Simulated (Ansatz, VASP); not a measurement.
One calculation of BeTe3, two programs

Contents of INCAR:

```
ALGO = Normal
EDIFF = 1E-6
EDIFFG = -0.01
ENCUT = 600
GGA = PE
IBRION = 2
ISIF = 3
ISMEAR = 0
LASPH = T
LCHARG = F
LREAL = F
LWAVE = F
NELM = 60
NSW = 100
PREC = Accurate
SIGMA = 0.1
```

KPOINTS

```
k-points
0
Gamma
  10 10 6
```

The input POSCAR:

```
BeTe3
1.0
    2.7551033369     -2.8330315356      0.0000000000
    2.7551033369      2.8330315356      0.0000000000
   -0.0165832931      0.0000000000      7.6940650127
Be Te
1 3
Direct
    0.0123126478      0.9876873522      0.0000000000
    0.5148468522      0.9718242096      0.1805649605
    0.0281757904      0.4851531478      0.8194350395
    0.5446647096      0.4553352904      0.5000000000
```

Input for Ansatz:

```yaml
crystal:
  lattice:
    - [2.7551033369, -2.8330315356, 0.0]
    - [2.7551033369, 2.8330315356, 0.0]
    - [-0.0165832931, 0.0, 7.6940650127]
  atoms:
    - { symbol: Be, position: [0.0123126478, 0.9876873522, 0.0] }
    - { symbol: Te, position: [0.5148468522, 0.9718242096, 0.1805649605] }
    - { symbol: Te, position: [0.0281757904, 0.4851531478, 0.8194350395] }
    - { symbol: Te, position: [0.5446647096, 0.4553352904, 0.5] }
basis:
  ecutwfc: 420
kpoints:
  mp_grid: { grid: [10, 10, 6] }
hamiltonian:
  xc: pbe
scf:
  occupations: { method: gaussian, width: 0.1 }
output:
  forces: true
  stress: true
  eigenvalues: true
relax:
  adjacent_minimum: "off"
  f_tol: 0.01
  max_steps: 80
  cell: { stress_tol: 0.05 }
```

Alike in both runs: task relaxation of cell and atoms; functional PBE; k mesh 10 × 10 × 6; occupations gaussian, width 0.1 eV; no spin polarisation.

|  | VASP | Ansatz |
| --- | --- | --- |
| version | VASP 6.6.1 | Ansatz 0.2.0 |
| potentials or method | VASP PAW PBE potentials, release 64 (Be, Te), cutoff 600 eV | scalar-relativistic, plane waves, PAW |
| valence electrons in the cell | 20 | 50 |

|  | VASP | Ansatz | Ansatz less VASP |
| --- | --- | --- | --- |
| gap on the k mesh at the Fermi level, each at its own relaxed structure (eV) | none | none | - |
| relaxed volume (Å³/atom) | 29.69 | 29.67 | -0.022 |
| relaxed length of the cell vector where the two differ most in proportion (Å) | 3.912 | 3.910 | -0.0022 |

A gap of «none» marks a metal or a gap that the smearing closes. VASP's potentials hold 20 valence electrons a cell and Ansatz's 50, so a difference there can come from the potentials and not from the codes.

Spin-orbit coupling is off throughout.
